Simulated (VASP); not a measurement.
# Sb2As3 (R-3c) in VASP: a series of runs

Runs on Sb2As3. Level: PBE. Tasks: single point, relaxation of cell and atoms.

All numbers are computed with VASP 6.6.1; they aren't measurements. Logs are shortened: lines on timing, memory, paths and dates and some standing lists are left out, and cuts for length are marked.

### 1 The cell of the first run

The structure is trigonal, space group R-3c (No. 167). Conventional cell: a = 6.733 Å, b = 6.733 Å, c = 18.382 Å, α = 90.00°, β = 90.00°, γ = 120.00°. Sb (site symmetry 3) has 6 As at 2.62 to 2.79 Å within 3.5 Å. Within 4.1 Å of As (site symmetry 2) lie 4 Sb at 2.62 to 2.79 Å and 12 As at 3.57 to 4.05 Å.

### 2 Single point, PBE

Contents of INCAR:

```
ALGO = Normal
EDIFF = 1E-7
ENCUT = 520
GGA = PE
ISIF = 2
ISMEAR = 0
LASPH = T
LCHARG = F
LREAL = F
LWAVE = F
NBANDS = 36
NELM = 80
PREC = Accurate
SIGMA = 0.1
```

Contents of KPOINTS:

```
k-points
0
Gamma
  3 3 3
```

Contents of POSCAR:

```
Sb2As3
1.0
    3.3663455540      1.9435605118      6.1272544344
   -3.3663455540      1.9435605118      6.1272544344
    0.0000000000     -3.8871210236      6.1272544344
Sb As
4 6
Direct
    0.8521800000      0.8521800000      0.8521800000
    0.6478200000      0.6478200000      0.6478200000
    0.1478200000      0.1478200000      0.1478200000
    0.3521800000      0.3521800000      0.3521800000
    0.0562500000      0.4437500000      0.7500000000
    0.7500000000      0.0562500000      0.4437500000
    0.4437500000      0.7500000000      0.0562500000
    0.9437500000      0.5562500000      0.2500000000
    0.2500000000      0.9437500000      0.5562500000
    0.5562500000      0.2500000000      0.9437500000
```

Potentials or basis: VASP PAW PBE potentials, release 64 (Sb, As).

Launch:

```console
cat potpaw_PBE.64/Sb/POTCAR potpaw_PBE.64/As/POTCAR > POTCAR
mpirun -np 1 vasp_std > vasp.out
```

OUTCAR:

```text
EDIFF = 1E-7
   ENCUT = 520
   GGA = PE
   ISIF = 2
   ISMEAR = 0
   LASPH = T
   LREAL = F
   NELM = 80
   PREC = Accurate

 ion  position               nearest neighbor table
   1  0.852  0.852  0.852-  10 2.62   8 2.62   9 2.62   5 2.79   7 2.79   6 2.79   2 3.76
   2  0.648  0.648  0.648-   9 2.62   8 2.62  10 2.62   5 2.79   6 2.79   7 2.79   1 3.76
   3  0.148  0.148  0.148-   7 2.62   5 2.62   6 2.62   8 2.79  10 2.79   9 2.79   4 3.76
   4  0.352  0.352  0.352-   6 2.62   5 2.62   7 2.62   8 2.79   9 2.79  10 2.79   3 3.76
   5  0.056  0.444  0.750-   3 2.62   4 2.62   1 2.79   2 2.79
   6  0.750  0.056  0.444-   4 2.62   3 2.62   2 2.79   1 2.79
   7  0.444  0.750  0.056-   3 2.62   4 2.62   1 2.79   2 2.79
   8  0.944  0.556  0.250-   1 2.62   2 2.62   3 2.79   4 2.79
   9  0.250  0.944  0.556-   2 2.62   1 2.62   4 2.79   3 2.79
  10  0.556  0.250  0.944-   1 2.62   2 2.62   3 2.79   4 2.79

  LATTYP: Found a trigonal (rhomboedric) cell.
 ALAT       =     7.2562357153
 COS(alpha) =     0.5695481095

  Lattice vectors:

 A1 = (   3.3663455540,   1.9435605118,   6.1272544344)
 A2 = (  -3.3663455540,   1.9435605118,   6.1272544344)
 A3 = (   0.0000000000,  -3.8871210236,   6.1272544344)

Analysis of symmetry for initial positions (statically):
=====================================================================
 Subroutine PRICEL returns:
 Original cell was already a primitive cell.

 Routine SETGRP: Setting up the symmetry group for a
 trigonal (rhombohedral) supercell.

 Subroutine GETGRP returns: Found 12 space group operations
 (whereof  6 operations were pure point group operations)
 out of a pool of 12 trial point group operations.

The static configuration has the point symmetry S_6 .
 The point group associated with its full space group is D_3d.

Analysis of symmetry for dynamics (positions and initial velocities):
=====================================================================
 Subroutine PRICEL returns:
 Original cell was already a primitive cell.

 Routine SETGRP: Setting up the symmetry group for a
 trigonal (rhombohedral) supercell.

 Subroutine GETGRP returns: Found 12 space group operations
 (whereof  6 operations were pure point group operations)
 out of a pool of 12 trial point group operations.

The dynamic configuration has the point symmetry S_6 .
 The point group associated with its full space group is D_3d.

 Subroutine INISYM returns: Found 12 space group operations
 (whereof  6 operations are pure point group operations),
[... 102 lines left out ...]
   TEBEG  =    0.0;   TEEND  =   0.0 temperature during run
   PSTRESS=    0.0 pullay stress
   NELECT =      50.0000    total number of electrons
   NUPDOWN=      -1.0000    fix difference up-down
   EMIN   =  10.00;   EMAX   =-10.00  energy-range for DOS
   EFERMI =   0.00;   METHOD = LEGACY
   ISMEAR =     0;   SIGMA  =   0.10  broadening in eV -4-tet -1-fermi 0-gaus
   EFERMI_NEDOS =   21; number of points for ismear=-14 and -15
   IALGO  =     38    algorithm
   IMIX   =      4    mixing-type and parameters
     AMIX     =   0.40;   BMIX     =  1.00
     AMIX_MAG =   1.60;   BMIX_MAG =  1.00
  volume/ion in A,a.u.               =      24.05       162.32
  Fermi-wavevector in a.u.,A,eV,Ry     =   0.969781  1.832620 12.795933  0.940475
  Thomas-Fermi vector in A             =   2.099862
   LORBIT       =      0    0 simple, 1 ext, 2 COOP (PROOUT), +10 PAW based schemes
   GGA     = PE    functional components
   LHFCALC =     F    Hartree Fock is set to
   AEXX    =    0.0000 exact exchange contribution
   IVDW    =     0    specifies the selected vdW correction
   LEPSILON=     F    determine dielectric tensor
   LRPA    =     F    only Hartree local field effects (RPA)
 non-spin polarized calculation
 Gauss-broadening in eV      SIGMA  =   0.10
  energy-cutoff  :      520.00
  volume of cell :      240.53
 maximum number of plane-waves:      6539
 NGX is ok and might be reduce to    54
   NGX = 27   NGY = 27   NGZ = 27

 number of electron      50.0000005 magnetization

 Free energy of the ion-electron system (eV)
  ---------------------------------------------------
  ext. energy  EPLUGINS =         0.00000000
  ---------------------------------------------------
  free energy    TOTEN  =       -40.27909523 eV

  energy without entropy =      -40.25434821  energy(sigma->0) =      -40.26672172

 E-fermi :   6.4350     XC(G=0):  -9.8245

 val. band max:        6.4319385061   @ k =   0.3333  -0.0000  -0.0000
 cond. band min:       6.5726296294   @ k =   0.3333   0.3333  -0.0000
 fundamental gap:      0.1406911233
 Fermi energy:         6.4349930768

 k-point     1 :       0.0000    0.0000    0.0000
  band No.  band energies     occupation
      1      -7.9720      2.00000
      2      -5.0809      2.00000
      3      -4.7118      2.00000
      4      -4.7118      2.00000
      5      -4.5627      2.00000
      6      -4.1232      2.00000
[... 223 lines left out ...]
     35      10.4619      0.00000
     36      10.8559      0.00000

------------------------ aborting loop because EDIFF is reached ----------------------------------------

  FORCE on cell =-STRESS in cart. coord.  units (eV):
  Direction    XX          YY          ZZ          XY          YZ          ZX
  --------------------------------------------------------------------------------------
  -------------------------------------------------------------------------------------
  Total       16.6658827     16.6658827     12.9076520      0.0000000      0.0000000      0.0000000
  in kB      111.0107350    111.0107350     85.9773200      0.0000000      0.0000000      0.0000000
  external PRESSURE =     102.6662634 kB  Pullay stress =       0.0000000 kB

 VOLUME and BASIS-vectors are now :
 -----------------------------------------------------------------------------
  energy-cutoff  :      520.00
  volume of cell :      240.53
      direct lattice vectors                 reciprocal lattice vectors
     3.366345554  1.943560512  6.127254434     0.148529018  0.085753269  0.054401745
    -3.366345554  1.943560512  6.127254434    -0.148529018  0.085753269  0.054401745
     0.000000000 -3.887121024  6.127254434     0.000000000 -0.171506537  0.054401745

 POSITION                                       TOTAL-FORCE (eV/Angst)
 -----------------------------------------------------------------------------------
      0.00000      0.00000     15.66457         0.000000      0.000000     -0.414841
      0.00000      0.00000     11.90807         0.000000      0.000000      0.414841
      0.00000      0.00000      2.71719         0.000000      0.000000      0.414841
      0.00000      0.00000      6.47369         0.000000     -0.000000     -0.414841
     -1.30446     -1.94356      7.65907        -0.478451      0.000000     -0.000000
      2.33540     -0.15791      7.65907         0.239226     -0.414351     -0.000000
     -1.03094      2.10147      7.65907         0.239226      0.414351     -0.000000
      1.30446      1.94356     10.72270         0.478451      0.000000     -0.000000
     -2.33540      0.15791     10.72270        -0.239226      0.414351     -0.000000
      1.03094     -2.10147     10.72270        -0.239226     -0.414351     -0.000000
 -----------------------------------------------------------------------------------
    total drift:                                0.000000      0.000000      0.000000

  FREE ENERGIE OF THE ION-ELECTRON SYSTEM (eV)
  ---------------------------------------------------
  free  energy   TOTEN  =       -40.2790952282 eV

  energy  without entropy=      -40.2543482146  energy(sigma->0) =      -40.26672172
```

stdout:

```text
POSCAR found type information on POSCAR SbAs
 POSCAR found :  2 types and      10 ions
 scaLAPACK will be used
 LDA part: xc-table for (Slater+PW92), standard interpolation
 POSCAR, INCAR and KPOINTS ok, starting setup
 FFT: planning ... GRIDC
 FFT: planning ... GRID_SOFT
 FFT: planning ... GRID
 WAVECAR not read
 entering main loop
```

Run time: 2.6 min. Hardware: 1 thread of Oxide Virtual Turin-like, shared host; peak memory 0.33 GiB.

Results:

```yaml
Free_energy: -40.2791 eV
Pressure: 10.3 GPa
Largest_force: 0.478 eV/Å
Band_gap_on_the_k_mesh: zero (bands 25 and 26 overlap by 0.58 eV)
```

Forces on the atoms (eV/Å):
```
Sb   0.000  0.000 -0.415
Sb   0.000  0.000  0.415
Sb   0.000  0.000  0.415
Sb   0.000  0.000 -0.415
As  -0.478  0.000  0.000
As   0.239 -0.414  0.000
As   0.239  0.414  0.000
As   0.478  0.000  0.000
As  -0.239  0.414  0.000
As  -0.239 -0.414  0.000
```

Levels at points of the mesh, in eV from the Fermi level:
```csv
k point,band 23,band 24,band 25,band 26,band 27,band 28
"(0.00, 0.00, 0.00)",-0.63,-0.26,-0.26,0.32,1.14,1.81
```

Caveat: the k points lie up to 0.38 Å⁻¹ apart, too coarse for converged energies and pressures of a metal; spin-orbit coupling is left out, which moves the levels of the heavy elements.

### 3 Single point, PBE

This run uses another cell than the first one, of 27.93 Å³/atom.

Contents of INCAR:

```
SYSTEM = Sb2As3
PREC = Accurate ; ENCUT = 520
EDIFF = 1E-6 ; ISMEAR = 0
SIGMA = 0.1 ; LREAL = .False.
LASPH = .True. ; NELM = 100
ALGO = Fast ; ISIF = 2
LWAVE = .False. ; LCHARG = .True.
GGA = PE ; LELF = .True.
LVHAR = .True. ; NBANDS = 36
```

Contents of KPOINTS:

```
regular mesh
0
Gamma
  3 3 3
  0 0 0
```

Contents of POSCAR:

```
Sb2As3
1.0
    3.5797797285      2.0667867899      6.2916207021
   -3.5797797285      2.0667867899      6.2916207021
    0.0000000000     -4.1335735798      6.2916207021
Sb As
4 6
Direct
    0.8621540587      0.8621540587      0.8621540587
    0.6378459413      0.6378459413      0.6378459413
    0.1378459413      0.1378459413      0.1378459413
    0.3621540587      0.3621540587      0.3621540587
    0.0116931842      0.4883068158      0.7500000000
    0.7500000000      0.0116931842      0.4883068158
    0.4883068158      0.7500000000      0.0116931842
    0.9883068158      0.5116931842      0.2500000000
    0.2500000000      0.9883068158      0.5116931842
    0.5116931842      0.2500000000      0.9883068158
```

Potentials or basis: VASP PAW PBE potentials, release 64 (Sb, As).

Launch:

```console
cat potpaw_PBE.64/Sb/POTCAR potpaw_PBE.64/As/POTCAR > POTCAR
mpirun -np 1 vasp_std > vasp.out
```

Wall time 2.5 min (1 thread of Oxide Virtual Turin-like, shared host); peak memory 0.38 GiB.

It converged, with:

- Free energy: -41.5441 eV
- Pressure: 0.1 GPa
- Largest force: 0.023 eV/Å
- Band gap on the k mesh: zero (bands 25 and 26 overlap by 0.24 eV)

Forces on the atoms (eV/Å):
```
Sb   0.000  0.000  0.017
Sb   0.000  0.000 -0.017
Sb   0.000  0.000 -0.017
Sb   0.000  0.000  0.017
As   0.023  0.000  0.000
As  -0.011  0.020  0.000
As  -0.011 -0.020  0.000
As  -0.023  0.000  0.000
As   0.011 -0.020  0.000
As   0.011  0.020  0.000
```

Stress tensor (GPa, compression positive):
```
0.02 0.00 0.00
0.00 0.02 0.00
0.00 0.00 0.13
```

Levels at points of the mesh, in eV from the Fermi level:
| k point | band 21 | band 22 | band 23 | band 24 | band 25 | band 26 | band 27 | band 28 | band 29 | band 30 |
| --- | --- | --- | --- | --- | --- | --- | --- | --- | --- | --- |
| (0.00, 0.00, 0.00) | -1.19 | -0.75 | -0.18 | -0.18 | -0.16 | -0.16 | 1.69 | 1.73 | 1.73 | 1.74 |

Caveat: spin-orbit coupling is left out, which moves the levels of the heavy elements.

### 4 Relaxation of cell and atoms, PBE

Contents of INCAR:

```
PREC = Accurate
ENCUT = 600
EDIFF = 1E-7
ISMEAR = 0
SIGMA = 0.1
LREAL = F
LASPH = T
NELM = 80
ALGO = Normal
ISIF = 3
LWAVE = F
LCHARG = F
GGA = PE
IBRION = 2
NSW = 90
EDIFFG = -0.04
```

Contents of KPOINTS:

```
Automatic mesh
0
Gamma
  3 3 3
```

Contents of POSCAR:

```
Sb2As3
1.0
    3.3663455540      1.9435605118      6.1272544344
   -3.3663455540      1.9435605118      6.1272544344
    0.0000000000     -3.8871210236      6.1272544344
Sb As
4 6
Direct
    0.8521800000      0.8521800000      0.8521800000
    0.6478200000      0.6478200000      0.6478200000
    0.1478200000      0.1478200000      0.1478200000
    0.3521800000      0.3521800000      0.3521800000
    0.0562500000      0.4437500000      0.7500000000
    0.7500000000      0.0562500000      0.4437500000
    0.4437500000      0.7500000000      0.0562500000
    0.9437500000      0.5562500000      0.2500000000
    0.2500000000      0.9437500000      0.5562500000
    0.5562500000      0.2500000000      0.9437500000
```

Launch:

```console
cat potpaw_PBE.64/Sb/POTCAR potpaw_PBE.64/As/POTCAR > POTCAR
mpirun -np 1 vasp_std > vasp.out
```

Wall time 36 min (1 thread of Oxide Virtual Turin-like, shared host); peak memory 0.5 GiB.

Results (log left out):

* Free energy: -41.5406 eV
* Relaxed volume: 27.89 Å³/atom
* Relaxed cell: a = 7.547 Å, b = 7.547 Å, c = 7.547 Å, α = 56.44°, β = 56.44°, γ = 56.44°
* Space group after relaxing (to 0.1 Å): R-3c (No. 167)
* Energy gained by relaxing: 126.1 meV/atom
* Ionic steps: 28
* Pressure after relaxing: 0.1 GPa
* Largest force after relaxing: 0.029 eV/Å
* Band gap on the k mesh: zero (bands 25 and 26 overlap by 0.29 eV)

Forces in eV/Å, atoms in the order of the input:
```
Sb   0.000  0.000  0.000
Sb   0.000  0.000  0.000
Sb   0.000  0.000  0.000
Sb   0.000  0.000  0.000
As  -0.029  0.000  0.000
As   0.015 -0.025  0.000
As   0.015  0.025  0.000
As   0.029  0.000  0.000
As  -0.015  0.025  0.000
As  -0.015 -0.025  0.000
```

Stress tensor (GPa, compression positive):
```
 0.12  0.00  0.00
 0.00  0.12  0.00
 0.00  0.00 -0.09
```

Step by step:
```tsv
step	energy change (eV)	largest force (eV/Å)	pressure (GPa)	volume (Å³)
1	0.0000	0.4784	10.27	240.53
2	-0.8239	0.3808	-3.65	298.25
3	-1.0646	0.3876	-0.20	276.85
4	-1.0645	0.3874	-0.35	277.61
5	-1.1219	0.2794	-0.18	277.12
6	-1.1562	0.1067	0.18	276.41
7	-1.1563	0.1019	0.21	276.35
8	-1.1641	0.0965	-0.09	278.04
9	-1.1685	0.0837	-0.58	280.92
10	-1.1722	0.0875	-0.53	280.75
11	-1.1813	0.0982	-0.37	280.25
12	-1.1926	0.1193	-0.04	279.24
13	-1.1920	0.1765	0.71	277.18
14	-1.1960	0.1415	0.30	278.25
15	-1.2042	0.1244	0.15	279.28
16	-1.2226	0.0779	-0.32	282.38
17	-1.2167	0.0300	-1.20	288.65
18	-1.2282	0.0464	-0.70	284.95
19	-1.2332	0.0547	-0.63	284.71
20	-1.2431	0.0783	-0.40	284.00
21	-1.2439	0.1103	0.12	282.58
22	-1.2457	0.1022	-0.08	283.08
23	-1.2459	0.0949	-0.20	283.40
24	-1.2481	0.0939	-0.14	282.88
25	-1.2537	0.0892	0.03	281.31
26	-1.2577	0.0754	0.41	278.18
27	-1.2599	0.0503	0.29	278.41
28	-1.2612	0.0294	0.05	278.90
```

Final structure:
```
CELL_PARAMETERS angstrom
3.56845 2.06025 6.32257
-3.56845 2.06025 6.32257
0.00000 -4.12049 6.32257
ATOMIC_POSITIONS crystal
Sb 0.86005 0.86005 0.86005
Sb 0.63995 0.63995 0.63995
Sb 0.13995 0.13995 0.13995
Sb 0.36005 0.36005 0.36005
As 0.01793 0.48207 0.75000
As 0.75000 0.01793 0.48207
As 0.48207 0.75000 0.01793
As 0.98207 0.51793 0.25000
As 0.25000 0.98207 0.51793
As 0.51793 0.25000 0.98207
```

Levels at points of the mesh, in eV from the Fermi level:
| k point | band 22 | band 23 | band 24 | band 25 | band 26 | band 27 | band 28 | band 29 |
| --- | --- | --- | --- | --- | --- | --- | --- | --- |
| (0.00, 0.00, 0.00) | -0.63 | -0.25 | -0.25 | -0.19 | -0.19 | 1.57 | 1.75 | 1.75 |

Caveat: the k points lie up to 0.36 Å⁻¹ apart in the final cell; the volume moved by over 15 % at a fixed basis, so the end points are rough; spin-orbit coupling is left out, which moves the levels of the heavy elements.

### 5 Single point, PBE

This run uses another cell than the first one, of 28.50 Å³/atom.

Contents of INCAR:

```
SYSTEM = Sb2As3
ALGO = Fast
EDIFF = 1E-6
ENCUT = 520
GGA = PE
ISIF = 2
ISMEAR = 0
LASPH = .True.
LCHARG = .False.
LREAL = .False.
LWAVE = .False.
NBANDS = 36
NELM = 80
PREC = Accurate
SIGMA = 0.1
```

Contents of KPOINTS:

```
k-points
0
Gamma
  6 6 6
  0 0 0
```

Contents of POSCAR:

```
Sb2As3
1.0
    3.4363553856      1.9839807069      6.9680317601
   -3.4363553856      1.9839807069      6.9680317601
    0.0000000000     -3.9679614138      6.9680317601
Sb As
4 6
Direct
    0.3634017834      0.3634017834      0.3634017834
    0.1365982166      0.1365982166      0.1365982166
    0.6365982166      0.6365982166      0.6365982166
    0.8634017834      0.8634017834      0.8634017834
    0.4925328297      1.0074671703      0.2500000000
    0.2500000000      0.4925328297      1.0074671703
    1.0074671703      0.2500000000      0.4925328297
    0.5074671703     -0.0074671703      0.7500000000
    0.7500000000      0.5074671703     -0.0074671703
   -0.0074671703      0.7500000000      0.5074671703
```

Launch:

```console
cat potpaw_PBE.64/Sb/POTCAR potpaw_PBE.64/As/POTCAR > POTCAR
mpirun -np 1 vasp_std > vasp.out
```

Wall time 14 min (1 thread of Oxide Virtual Turin-like, shared host); peak memory 0.6 GiB.

It converged, with:

- Free energy: -41.5701 eV
- Pressure: 0.0 GPa
- Largest force: 0.005 eV/Å
- Band gap on the k mesh: zero (bands 25 and 26 overlap by 1.10 eV)

Forces on the atoms (eV/Å):
```
Sb   0.000  0.000  0.003
Sb   0.000  0.000 -0.003
Sb   0.000  0.000 -0.003
Sb   0.000  0.000  0.003
As   0.005  0.000  0.000
As  -0.002  0.004  0.000
As  -0.002 -0.004  0.000
As  -0.005  0.000  0.000
As   0.002 -0.004  0.000
As   0.002  0.004  0.000
```

Levels at points of the mesh, in eV from the Fermi level:
```
           k point  band 21  band 22  band 23  band 24  band 25  band 26  band 27  band 28  band 29  band 30
(0.00, 0.00, 0.00)    -1.44    -1.07    -0.04    -0.04     0.08     0.08     1.32     1.49     1.65     1.65
(0.50, 0.00, 0.00)    -1.68    -1.68    -0.47    -0.47    -0.13    -0.13     0.01     0.01     1.56     1.56
(0.50, 0.50, 0.00)    -1.40    -1.13    -1.07    -0.68    -0.61    -0.58     1.25     1.45     1.56     1.65
(0.50, 0.50, 0.50)    -1.14    -1.14    -0.44    -0.44     0.27     0.27     0.27     0.27     2.83     2.83
```

Caveat: spin-orbit coupling is left out, which moves the levels of the heavy elements.

### 6 The runs side by side

```csv
task,cell,k mesh,cutoff (eV),gap on the mesh (eV),pressure (GPa),largest force (eV/Å)
single point,"a = 7.256 Å, angles 55.3°, 10 atoms, atomic positions A",3 × 3 × 3,520,none,10.3,0.48
single point,"a = 7.528 Å, angles 56.8°, 10 atoms, atomic positions B",3 × 3 × 3,520,none,0.1,0.02
relaxation of cell and atoms,"relaxed from a = 7.256 Å, angles 55.3°, 10 atoms, atomic positions A",3 × 3 × 3,600,none,0.1,0.03
single point,"a = 8.019 Å, angles 50.8°, 10 atoms, atomic positions C",6 × 6 × 6,520,none,0.0,-
```

Alike in all rows: level PBE; potentials or basis VASP PAW PBE potentials, release 64 (Sb, As); no spin polarisation; smearing gaussian 0.1 eV.

Caveats: some runs use coarse meshes; spin-orbit coupling is left out, which moves the levels of the heavy elements; the volume moved by over 15 % at a fixed basis, so the end points are rough (at least some runs).

Absolute energies hang on the potentials; compare differences alone.

The gap in the log of VASP goes by the Fermi energy; the results here count the filled bands.